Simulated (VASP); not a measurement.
Sb:

```xyz
1
Lattice="-1.7228 1.7228 2.6209 1.7228 -1.7228 2.6209 1.7228 1.7228 -2.6209" Properties=species:S:1:pos:R:3 pbc="T T T"
Sb    0.0000    0.0000    0.0000
```

* Program: VASP 6.6.1
* Task: relaxation of cell and atoms
* Functional: r2SCAN
* Potentials or basis: VASP PAW PBE potentials, release 64 (Sb)
* Cutoff: 600 eV
* k mesh: 8 × 8 × 8
* Occupations: gaussian, width 0.1 eV
* Spin: no spin polarisation

At the start: pressure -6.3 GPa; volume 31.12 Å³/atom.

Where does the relaxation end?

Over 21 steps the energy falls by 131.8 meV/atom and the volume is 28.00 Å³/atom (-10.0 %); space group I4/mmm (No. 139, to 0.05 Å).

The path:
```csv
step,energy change (eV),largest force (eV/Å),pressure (GPa),volume (Å³)
1,0.0000,0.0000,-6.25,31.12
2,-0.0699,0.0000,3.60,25.96
3,-0.0843,0.0000,-0.01,27.29
4,-0.0842,0.0000,0.24,27.22
5,-0.0849,0.0000,-0.16,27.37
6,-0.0853,0.0000,-0.71,27.57
7,-0.0856,0.0000,-0.75,27.58
8,-0.0867,0.0000,-0.83,27.59
9,-0.0903,0.0000,-0.84,27.61
10,-0.0964,0.0000,-0.71,27.63
11,-0.0972,0.0000,-0.62,27.64
12,-0.1028,0.0000,-0.63,27.64
13,-0.1168,0.0000,-0.02,27.61
14,-0.1195,0.0000,2.25,27.42
15,-0.1288,0.0000,0.57,27.55
16,-0.1294,0.0000,1.20,27.49
17,-0.1306,0.0000,0.87,27.52
18,-0.1289,0.0000,0.84,27.78
19,-0.1308,0.0000,0.84,27.57
20,-0.1316,0.0000,0.40,27.77
21,-0.1318,0.0000,-0.09,28.00
```

Final structure:
```
Sb
1.0
    -1.54261    1.54261    2.94177
     1.54261   -1.54261    2.94177
     1.54261    1.54261   -2.94177
Sb
1
Cartesian
  0.0000 0.0000 0.0000
```

Caveat: the PAW data sets were made with another functional, which shifts forces and pressure a little.
